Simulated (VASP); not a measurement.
Set up this calculation in VASP 6.6.1, as the native input.

```yaml
Task: single point
Functional: PBE
Potentials_or_basis: VASP PAW PBE potentials, release 64 (As, Al)
Cutoff: 520 eV
k_mesh: 2 × 2 × 1
Occupations: gaussian, width 0.05 eV
Spin: no spin polarisation
Dipole_correction: yes
Further_INCAR_settings: LREAL = Auto; ALGO = Normal; EDIFF = 1e-07; NBANDS = 46
```

The structure of AlAs lies in POSCAR:

```
AlAs
1.0
    8.1000684671      0.0000000000      0.0000000000
   -4.0500342335      7.0148650649      0.0000000000
    0.0000000000      0.0000000000     20.1335488804
As Al
8 8
Direct
    0.5000000000      0.0000000000      0.3973467394
    0.5000000000      0.5000000000      0.3973467394
    0.0000000000      0.0000000000      0.3973467394
    0.0000000000      0.5000000000      0.3973467394
    0.6666666667      0.8333333333      0.5728210591
    0.6666666667      0.3333333333      0.5728210591
    0.1666666667      0.8333333333      0.5728210591
    0.1666666667      0.3333333333      0.5728210591
    0.1666666667      0.8333333333      0.4384080436
    0.1666666667      0.3333333333      0.4384080436
    0.6666666667      0.8333333333      0.4384080436
    0.6666666667      0.3333333333      0.4384080436
    0.3333333333      0.6666666667      0.5997266321
    0.3333333333      0.1666666667      0.5997266321
    0.8333333333      0.6666666667      0.5997266321
    0.8333333333      0.1666666667      0.5997266321
```

The input as run:

INCAR

```
PREC = Accurate
ENCUT = 520
EDIFF = 1E-7
ISMEAR = 0
SIGMA = 0.05
LREAL = Auto
LASPH = True
NELM = 60
ALGO = Normal
ISIF = 2
LWAVE = False
LCHARG = False
LDIPOL = True
IDIPOL = 3
DIPOL = 0.5 0.5 0.502
GGA = PE
NBANDS = 46
```

KPOINTS

```
Automatic mesh
0
Gamma
  2 2 1
```

Potentials or basis: VASP PAW PBE potentials, release 64 (As, Al).

Run with:

```bash
$ cat potpaw_PBE.64/As/POTCAR potpaw_PBE.64/Al/POTCAR > POTCAR
$ mpirun -np 1 vasp_std > vasp.out
```

Results of the run:

The largest force is 0.752 eV/Å and the band gap on the k mesh is 0.30 eV.

Caveat: the k points lie up to 0.45 Å⁻¹ apart.

Run time: 3.7 min on 1 thread of Intel(R) Xeon(R) Platinum 8488C (Sapphire Rapids), with other jobs on the host, peak memory 0.93 GiB.
